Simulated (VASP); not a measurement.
# Mg2O in VASP: notebook

The runs below take Mg2O through single point, with PBE.

Program: VASP 6.6.1. These are calculated values, not measurements. Logs are shortened: lines on timing, memory, paths and dates and some standing lists are left out, and cuts for length are marked.

## 1. The cell of the first run

The typed cell holds 6 atoms: a = 5.212 Å, b = 5.212 Å, c = 3.157 Å, α = 90.00°, β = 90.00°, γ = 90.00°.

## 2. Single point, PBE

File INCAR:

```
ALGO = Normal ; EDIFF = 1E-6
ENCUT = 520 ; GGA = PE
ISIF = 2 ; ISMEAR = 0
LASPH = True ; LCHARG = False
LREAL = False ; LWAVE = False
NBANDS = 19 ; NELM = 80
PREC = Accurate ; SIGMA = 0.1
```

File KPOINTS:

```
k-points
0
Gamma
  4 4 4
```

File POSCAR:

```
Mg2O
1.0
    5.2122651561      0.0000000000      0.0000000000
    0.0000000000      5.2122651561      0.0000000000
    0.0000000000      0.0000000000      3.1568590149
Mg O
4 2
Direct
    0.2074765518      0.2074765518      0.3324885969
    0.7925234482      0.7925234482      0.3324885969
    0.7074765518      0.2925234482      0.8324885969
    0.2925234482      0.7074765518      0.8324885969
    0.5000000000      0.5000000000      0.3313365930
    0.0000000000      0.0000000000      0.8313365930
```

Potentials or basis: VASP PAW PBE potentials, release 64 (Mg, O).

Command:

```
$ cat potpaw_PBE.64/Mg/POTCAR potpaw_PBE.64/O/POTCAR > POTCAR
$ mpirun -np 1 vasp_std > vasp.out
```

OUTCAR:

```text
EDIFF = 1E-6
   ENCUT = 520
   GGA = PE
   ISIF = 2
   ISMEAR = 0
   LASPH = True
   LREAL = False
   NELM = 80
   PREC = Accurate

 ion  position               nearest neighbor table
   1  0.207  0.207  0.332-   5 2.16   6 2.20   6 2.20   2 3.06   4 3.08   3 3.08   4 3.08   3 3.08
                             4 3.08   4 3.08   3 3.08   3 3.08
   2  0.793  0.793  0.332-   5 2.16   6 2.20   6 2.20   1 3.06   4 3.08   3 3.08   4 3.08   3 3.08
                             3 3.08   3 3.08   4 3.08   4 3.08
   3  0.707  0.293  0.832-   6 2.16   5 2.20   5 2.20   4 3.06   1 3.08   1 3.08   2 3.08   2 3.08
                             2 3.08   2 3.08   1 3.08   1 3.08
   4  0.293  0.707  0.832-   6 2.16   5 2.20   5 2.20   3 3.06   1 3.08   1 3.08   2 3.08   2 3.08
                             1 3.08   1 3.08   2 3.08   2 3.08
   5  0.500  0.500  0.331-   1 2.16   2 2.16   3 2.20   4 2.20   3 2.20   4 2.20
   6  0.000  0.000  0.831-   3 2.16   4 2.16   1 2.20   2 2.20   1 2.20   2 2.20

  LATTYP: Found a simple tetragonal cell.
 ALAT       =     5.2122651561
 C/A-ratio  =     0.6056597123

  Lattice vectors:

 A1 = (   5.2122651561,   0.0000000000,   0.0000000000)
 A2 = (   0.0000000000,   5.2122651561,   0.0000000000)
 A3 = (   0.0000000000,   0.0000000000,   3.1568590149)

Analysis of symmetry for initial positions (statically):
=====================================================================
 Subroutine PRICEL returns:
 Original cell was already a primitive cell.

 Routine SETGRP: Setting up the symmetry group for a
 simple tetragonal supercell.

 Subroutine GETGRP returns: Found  8 space group operations
 (whereof  4 operations were pure point group operations)
 out of a pool of 16 trial point group operations.

The static configuration has the point symmetry C_2v.
 The point group associated with its full space group is C_4v.

Analysis of symmetry for dynamics (positions and initial velocities):
=====================================================================
 Subroutine PRICEL returns:
 Original cell was already a primitive cell.

 Routine SETGRP: Setting up the symmetry group for a
 simple tetragonal supercell.

 Subroutine GETGRP returns: Found  8 space group operations
 (whereof  4 operations were pure point group operations)
 out of a pool of 16 trial point group operations.

The dynamic configuration has the point symmetry C_2v.
 The point group associated with its full space group is C_4v.

 Subroutine INISYM returns: Found  8 space group operations
 (whereof  4 operations are pure point group operations),
 and found     1 'primitive' translations

----------------------------------------------------------------------------------------

                                     Primitive cell

  volume of cell :      85.7646

  direct lattice vectors                    reciprocal lattice vectors
     5.212265156  0.000000000  0.000000000     0.191855167  0.000000000  0.000000000
     0.000000000  5.212265156  0.000000000     0.000000000  0.191855167  0.000000000
     0.000000000  0.000000000  3.156859015     0.000000000  0.000000000  0.316770561

  length of vectors
     5.212265156  5.212265156  3.156859015     0.191855167  0.191855167  0.316770561

  position of ions in fractional coordinates (direct lattice)
     0.207476552  0.207476552  0.332488597
     0.792523448  0.792523448  0.332488597
     0.707476552  0.292523448  0.832488597
     0.292523448  0.707476552  0.832488597
     0.500000000  0.500000000  0.331336593
     0.000000000  0.000000000  0.831336593

  ion indices of the primitive-cell ions
   primitive index   ion index
                 1           1
                 2           2
                 3           3
                 4           4
                 5           5
                 6           6

----------------------------------------------------------------------------------------

 KPOINTS: k-points

Automatic generation of k-mesh.
 Grid dimensions read from file:
 generate k-points for:    4    4    4

 Generating k-lattice:

  Cartesian coordinates                     Fractional coordinates (reciprocal lattice)
     0.047963792  0.000000000  0.000000000     0.250000000  0.000000000  0.000000000
     0.000000000  0.047963792  0.000000000     0.000000000  0.250000000  0.000000000
     0.000000000  0.000000000  0.079192640     0.000000000  0.000000000  0.250000000

  Length of vectors
     0.047963792  0.047963792  0.079192640

  Shift w.r.t. Gamma in fractional coordinates (k-lattice)
     0.000000000  0.000000000  0.000000000

 Subroutine IBZKPT returns following result:
 ===========================================

 Found     18 irreducible k-points:

 Following reciprocal coordinates:
            Coordinates               Weight
  0.000000  0.000000  0.000000      1.000000
  0.250000  0.000000  0.000000      4.000000
  0.500000  0.000000  0.000000      2.000000
  0.250000  0.250000  0.000000      4.000000
  0.500000  0.250000  0.000000      4.000000
  0.500000  0.500000  0.000000      1.000000
[... 10 lines left out ...]
  0.500000  0.250000  0.500000      4.000000
  0.500000  0.500000  0.500000      1.000000
   k-points           NKPTS =     18   k-points in BZ     NKDIM =     18   number of bands    NBANDS=     19
   number of dos      NEDOS =    301   number of ions     NIONS =      6
   total plane-waves  NPLWV =  38400
   dimension x,y,z NGX =    40 NGY =   40 NGZ =   24
   dimension x,y,z NGXF=    80 NGYF=   80 NGZF=   48
   ions per type =               4   2
   NGX,Y,Z   is equivalent  to a cutoff of  12.76, 12.76, 12.64 a.u.
   NGXF,Y,Z  is equivalent  to a cutoff of  25.52, 25.52, 25.28 a.u.
 SYSTEM =  unknown system
   PREC   = accura    normal or accurate (medium, high low for compatibility)
   ISTART =      0    job   : 0-new  1-cont  2-samecut
   ICHARG =      2    charge: 1-file 2-atom 10-const
   ISPIN  =      1    spin polarized calculation?
   LNONCOLLINEAR =      F non collinear calculations
   LSORBIT =      F    spin-orbit coupling
   LASPH  =      T    aspherical Exc in radial PAW
   ENCUT  =  520.0 eV  38.22 Ry    6.18 a.u.   9.69  9.69  5.87*2*pi/ulx,y,z
   NELM   =     80;   NELMIN=  2; NELMDL= -5     # of ELM steps
   EDIFF  = 0.1E-05   stopping-criterion for ELM
   LREAL  =      F    real-space projection
   EDIFFG = 0.1E-04   stopping-criterion for IOM
   NSW    =      0    number of steps for IOM
   IBRION =     -1    ionic relax: 0-MD 1-quasi-New 2-CG
   NFREE  =      0    steps in history (QN), initial steepest desc. (CG)
   ISIF   =      2    stress and relaxation
   ISYM   =      2    0-nonsym 1-usesym 2-fastsym
   POTIM  = 0.5000    time-step for ionic-motion
   TEBEG  =    0.0;   TEEND  =   0.0 temperature during run
   PSTRESS=    0.0 pullay stress
   NELECT =      20.0000    total number of electrons
   NUPDOWN=      -1.0000    fix difference up-down
   EMIN   =  10.00;   EMAX   =-10.00  energy-range for DOS
   EFERMI =   0.00;   METHOD = LEGACY
   ISMEAR =     0;   SIGMA  =   0.10  broadening in eV -4-tet -1-fermi 0-gaus
   EFERMI_NEDOS =   21; number of points for ismear=-14 and -15
   IALGO  =     38    algorithm
   IMIX   =      4    mixing-type and parameters
     AMIX     =   0.40;   BMIX     =  1.00
     AMIX_MAG =   1.60;   BMIX_MAG =  1.00
  volume/ion in A,a.u.               =      14.29        96.46
  Fermi-wavevector in a.u.,A,eV,Ry     =   1.007663  1.904207 13.815156  1.015385
  Thomas-Fermi vector in A             =   2.140482
   LORBIT       =      0    0 simple, 1 ext, 2 COOP (PROOUT), +10 PAW based schemes
   GGA     = PE    functional components
   LHFCALC =     F    Hartree Fock is set to
   AEXX    =    0.0000 exact exchange contribution
   IVDW    =     0    specifies the selected vdW correction
   LEPSILON=     F    determine dielectric tensor
   LRPA    =     F    only Hartree local field effects (RPA)
 non-spin polarized calculation
 Gauss-broadening in eV      SIGMA  =   0.10
  energy-cutoff  :      520.00
  volume of cell :       85.76
 maximum number of plane-waves:      2336
 NGX is ok and might be reduce to    40
   NGX = 19   NGY = 19   NGZ = 11

 number of electron      20.0000002 magnetization

 Free energy of the ion-electron system (eV)
  ---------------------------------------------------
  ext. energy  EPLUGINS =         0.00000000
  ---------------------------------------------------
  free energy    TOTEN  =       -24.23425207 eV

  energy without entropy =      -24.23148819  energy(sigma->0) =      -24.23287013

 E-fermi :   4.6579     XC(G=0):  -9.6036

 val. band max:        4.5667461975   @ k =   0.2500   0.2500   0.5000
 cond. band min:       4.7180707883   @ k =   0.5000   0.5000   0.5000
 fundamental gap:      0.1513245908
 Fermi energy:         4.6578952534

 k-point     1 :       0.0000    0.0000    0.0000
  band No.  band energies     occupation
      1     -15.2595      2.00000
      2     -15.0217      2.00000
      3      -2.0722      2.00000
      4      -2.0722      2.00000
      5      -0.8646      2.00000
      6      -0.8646      2.00000
[... 11 lines left out ...]
     18      13.7043      0.00000
     19      14.3481      0.00000

 k-point     2 :       0.2500    0.0000    0.0000
  band No.  band energies     occupation
      1     -15.2229      2.00000
      2     -15.0549      2.00000
      3      -2.1739      2.00000
      4      -1.9221      2.00000
      5      -1.6265      2.00000
      6      -1.0591      2.00000
[... 11 lines left out ...]
     18      13.6123      0.00000
     19      14.2847      0.00000

 k-point     3 :       0.5000    0.0000    0.0000
  band No.  band energies     occupation
      1     -15.1372      2.00000
      2     -15.1372      2.00000
      3      -2.1474      2.00000
      4      -2.1474      2.00000
      5      -1.4976      2.00000
      6      -1.4976      2.00000
[... 302 lines left out ...]
      1     -14.8402      2.00000
      2     -14.8398      2.00000
      3      -2.4118      2.00000
      4      -2.4114      2.00000
      5      -0.9984      2.00000
      6      -0.9977      2.00000
[... 11 lines left out ...]
     18      10.8553      0.00000
     19      12.5221      0.00000

 k-point    18 :       0.5000    0.5000    0.5000
  band No.  band energies     occupation
      1     -14.8390      2.00000
      2     -14.8385      2.00000
      3      -2.3055      2.00000
      4      -2.3049      2.00000
      5      -1.1258      2.00000
      6      -1.1258      2.00000
[... 11 lines left out ...]
     18      12.3221      0.00000
     19      13.0362      0.00000

------------------------ aborting loop because EDIFF is reached ----------------------------------------

  FORCE on cell =-STRESS in cart. coord.  units (eV):
  Direction    XX          YY          ZZ          XY          YZ          ZX
  --------------------------------------------------------------------------------------
  -------------------------------------------------------------------------------------
  Total       -0.0465457     -0.0465457     -0.2726253      0.0000000      0.0000000      0.0000000
  in kB       -0.8695242     -0.8695242     -5.0929396      0.0000000      0.0000000      0.0000000
  external PRESSURE =      -2.2773293 kB  Pullay stress =       0.0000000 kB

 VOLUME and BASIS-vectors are now :
 -----------------------------------------------------------------------------
  energy-cutoff  :      520.00
  volume of cell :       85.76
      direct lattice vectors                 reciprocal lattice vectors
     5.212265156  0.000000000  0.000000000     0.191855167  0.000000000  0.000000000
     0.000000000  5.212265156  0.000000000     0.000000000  0.191855167  0.000000000
     0.000000000  0.000000000  3.156859015     0.000000000  0.000000000  0.316770561

 POSITION                                       TOTAL-FORCE (eV/Angst)
 -----------------------------------------------------------------------------------
      1.08142      1.08142      1.04962        -0.005038     -0.005038     -0.005102
      4.13084      4.13084      1.04962         0.005038      0.005038     -0.005102
      3.68756      1.52471      2.62805        -0.005038      0.005038     -0.005102
      1.52471      3.68756      2.62805         0.005038     -0.005038     -0.005102
      2.60613      2.60613      1.04598         0.000000      0.000000      0.010204
      0.00000      0.00000      2.62441         0.000000      0.000000      0.010204
 -----------------------------------------------------------------------------------
    total drift:                               -0.000000     -0.000000     -0.000237

  FREE ENERGIE OF THE ION-ELECTRON SYSTEM (eV)
  ---------------------------------------------------
  free  energy   TOTEN  =       -24.2342520686 eV

  energy  without entropy=      -24.2314881871  energy(sigma->0) =      -24.23287013
```

It took 18 s on 1 thread of Intel Xeon Platinum 8488C (Sapphire Rapids), shared host; peak memory 0.19 GiB.

What came out:

| Quantity | Value |
| --- | --- |
| Free energy | -24.2343 eV |
| Pressure | -0.2 GPa |
| Largest force | 0.010 eV/Å |
| Band gap on the k mesh | zero (band 10 reaches 4.72 eV, above the bottom of band 11 at 3.86 eV) |

Forces in eV/Å, atoms in the order of the input:
```
Mg  -0.005 -0.005 -0.005
Mg   0.005  0.005 -0.005
Mg  -0.005  0.005 -0.005
Mg   0.005 -0.005 -0.005
O    0.000  0.000  0.010
O    0.000  0.000  0.010
```

Stress tensor (GPa, compression positive):
```
-0.09  0.00  0.00
 0.00 -0.09  0.00
 0.00  0.00 -0.51
```

Caveat: the k points lie up to 0.50 Å⁻¹ apart.

## 3. Single point, PBE

This run uses another cell than the first one, of 14.36 Å³/atom, 1.005 times its volume.

File INCAR:

```
SYSTEM = Mg2O
PREC     = Accurate       ! precision mode
ENCUT    = 520            ! plane-wave cutoff, eV
EDIFF    = 1E-6           ! SCF threshold, eV
ISMEAR   = 0              ! smearing method
SIGMA    = 0.1            ! smearing width, eV
LREAL    = .False.        ! projectors in reciprocal space
LASPH    = .True.         ! aspherical terms in the spheres
NELM     = 80             ! most SCF steps
ALGO     = Normal         ! electronic algorithm
ISIF     = 2              ! what is computed and relaxed
LWAVE    = .False.        ! write WAVECAR
LCHARG   = .True.         ! write CHGCAR
GGA      = PE             ! functional
LELF     = .True.         ! ELF
LVHAR    = .True.       
NBANDS   = 19             ! bands
```

File KPOINTS:

```
Automatic mesh
0
Gamma
  4 4 6
  0 0 0
```

File POSCAR:

```
Mg2O
1.0
    5.2423895281      0.0000000000      0.0000000000
    0.0000000000      5.2423895281      0.0000000000
    0.0000000000      0.0000000000      3.1354390962
Mg O
4 2
Direct
    0.2936611570      0.2936611570      0.0000000000
    0.2063388430      0.7936611570      0.5000000000
    0.7063388430      0.7063388430      0.0000000000
    0.7936611570      0.2063388430      0.5000000000
    0.0000000000      0.0000000000      0.0000000000
    0.5000000000      0.5000000000      0.5000000000
```

Potentials or basis: VASP PAW PBE potentials, release 64 (Mg, O).

Command:

```
$ cat potpaw_PBE.64/Mg/POTCAR potpaw_PBE.64/O/POTCAR > POTCAR
$ mpirun -np 1 vasp_std > vasp.out
```

Wall time 24 s (1 thread of Intel Xeon Platinum 8488C (Sapphire Rapids), shared host); peak memory 0.19 GiB.

The run converged. Its results:

```
Free energy            : -24.2642 eV
Pressure               : -0.6 GPa
Largest force          : 0.012 eV/Å
Band gap on the k mesh : zero (band 10 reaches 4.70 eV, above the bottom of band 11 at 3.82 eV)
```

Forces in eV/Å, atoms in the order of the input:
```
Mg  -0.009 -0.009  0.000
Mg   0.009 -0.009  0.000
Mg   0.009  0.009  0.000
Mg  -0.009  0.009  0.000
O    0.000  0.000  0.000
O    0.000  0.000  0.000
```

Stress tensor (GPa, compression positive):
```
-0.49  0.00  0.00
 0.00 -0.49  0.00
 0.00  0.00 -0.67
```

Levels at points of the mesh, in eV from the Fermi level:
```
           k point  band 6  band 7  band 8  band 9  band 10  band 11  band 12  band 13  band 14  band 15
(0.00, 0.00, 0.00)   -5.37   -4.71   -4.45   -4.38    -2.13     2.28     2.64     2.64     5.23     5.96
(0.50, 0.00, 0.00)   -6.00   -4.41   -4.41   -2.05    -2.05     1.78     1.78     2.71     2.71     6.57
(0.50, 0.50, 0.00)   -5.23   -4.41   -4.41   -0.85    -0.85    -0.66    -0.66     4.90     4.90     6.97
(0.00, 0.00, 0.50)   -5.40   -5.35   -5.35   -0.34    -0.34     1.39     1.39     2.05     2.05     4.88
(0.50, 0.00, 0.50)   -5.37   -5.34   -5.34   -0.66    -0.66     1.32     1.32     3.07     3.07     5.34
(0.50, 0.50, 0.50)   -5.61   -5.55   -5.55    0.22     0.22     1.10     1.10     2.64     2.64     4.76
```

(Part 1 of 2 ends here.)
